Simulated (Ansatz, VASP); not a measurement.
**WS2 in VASP and in Ansatz**

The input INCAR:

```
PREC = Accurate ; ENCUT = 520
EDIFF = 1E-6 ; ISMEAR = 0
SIGMA = 0.05 ; LREAL = False
LASPH = True ; NELM = 100
ALGO = Normal ; ISIF = 2
LWAVE = False ; LCHARG = False
GGA = PS ; NBANDS = 20
```

The input KPOINTS:

```
Automatic mesh
0
Gamma
  12 12 2
```

Contents of POSCAR:

```
WS2
1.0
    2.9884874136      0.0000000000      0.0000000000
   -1.4942437068      2.5881060190      0.0000000000
    0.0000000000      0.0000000000     16.1057500304
W S
1 2
Direct
    0.3333333333      0.6666666667      0.0000000000
    0.6666666667      0.3333333333      0.9075761491
    0.6666666667      0.3333333333      0.0924238509
```

Input for Ansatz:

```yaml
crystal:
  lattice:
    - [2.9884874136, 0.0, 0.0]
    - [-1.4942437068, 2.588106019, 0.0]
    - [0.0, 0.0, 16.1057500304]
  atoms:
    - { symbol: W, position: [0.3333333333, 0.6666666667, 0.0] }
    - { symbol: S, position: [0.6666666667, 0.3333333333, 0.9075761491] }
    - { symbol: S, position: [0.6666666667, 0.3333333333, 0.0924238509] }
basis:
  ecutwfc: 420
kpoints:
  mp_grid: { grid: [12, 12, 2] }
hamiltonian:
  xc: pbesol
scf:
  occupations: { method: gaussian, width: 0.05 }
output:
  forces: true
  stress: true
  eigenvalues: true
```

Change from the starting cell: strain -0.050 along x and y, -0.050 along z, atoms carried along.

Alike in both runs: task single point; functional PBEsol; k mesh 12 × 12 × 2; occupations gaussian, width 0.05 eV; no spin polarisation.

```csv
,VASP,Ansatz
version,VASP 6.6.1,Ansatz 0.2.0
potentials or method,"VASP PAW PBE potentials, release 64 (W_sv, S), cutoff 520 eV","scalar-relativistic, plane waves, PAW"
valence electrons in the cell,26,26
```

|  | VASP | Ansatz | Ansatz less VASP |
| --- | --- | --- | --- |
| gap on the k mesh at the Fermi level (eV) | 2.30 | 2.30 | -0.001 |
| least direct gap on the mesh (eV) | 2.35 | 2.35 | -0.009 |
| rms of the force components (eV/Å) | 1.686 | 1.672 | -0.0141 |

VASP's potentials were made for PBE, not for PBEsol. Atom by atom the forces differ by 0.014 eV/Å (rms over components).

Spin-orbit coupling is off throughout.
